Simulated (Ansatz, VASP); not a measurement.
**Ir in VASP and in Ansatz**

```
Ir
1.0
    -1.55516    1.55516    1.55516
     1.55516   -1.55516    1.55516
     1.55516    1.55516   -1.55516
Ir
1
Direct
  0.00000 0.00000 0.00000
```

Alike in both runs: functional PBE; k mesh 8 × 8 × 8; occupations gaussian, width 0.1 eV; no spin polarisation.

Ansatz relaxed the structure, and its values are those at the end. VASP's run is a single point on that final structure, the one shown.

|  | VASP | Ansatz |
| --- | --- | --- |
| version | VASP 6.6.1 | Ansatz 0.2.0 |
| potentials or method | VASP PAW PBE potentials, release 64 (Ir), cutoff 520 eV | scalar-relativistic, plane waves, PAW |
| valence electrons in the cell | 9 | 17 |

|  | VASP | Ansatz | Ansatz less VASP |
| --- | --- | --- | --- |
| gap on the k mesh at the Fermi level (eV) | none | none | - |
| pressure (GPa) | 0.8 | 0.3 | -0.50 |

A gap of «none» marks a metal or a gap that the smearing closes. VASP's potentials hold 9 valence electrons a cell and Ansatz's 17, so a difference there can come from the potentials and not from the codes.

Spin-orbit coupling is off throughout.
